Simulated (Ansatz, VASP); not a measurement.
# One calculation of MgO, two programs

```
Mg O
1.0
     0.00000    2.13515    2.13515
     2.13515    0.00000    2.13515
     2.13515    2.13515    0.00000
Mg O
1 1
Direct
  0.00000 0.00000 0.00000
  0.52342 0.52342 0.47658
```

Change from the starting cell: all O atoms moved -0.100 Å, as atom 2 towards its neighbour atom 1 (Mg) at 2.135 Å.

Alike in both runs: task single point; functional r2SCAN; k mesh 10 × 10 × 10; occupations gaussian, width 0.05 eV; no spin polarisation.

|  | VASP | Ansatz |
| --- | --- | --- |
| version | VASP 6.6.1 | Ansatz 0.2.0 |
| potentials or method | VASP PAW PBE potentials, release 64 (Mg_sv, O), cutoff 660 eV | scalar-relativistic, plane waves, PAW |
| valence electrons in the cell | 16 | 16 |

```csv
,VASP,Ansatz,Ansatz less VASP
gap on the k mesh at the Fermi level (eV),5.25,5.22,-0.030
least direct gap on the mesh (eV),5.25,5.22,-0.030
pressure (GPa),-6.4,-6.2,+0.14
"traceless stress, the component that is largest in VASP (GPa)",2.07,2.06,-0.014
rms of the force components (eV/Å),0.285,0.278,-0.0074
```

VASP's potentials were made for PBE, not for r2SCAN. Atom by atom the forces differ by 0.007 eV/Å (rms over components).
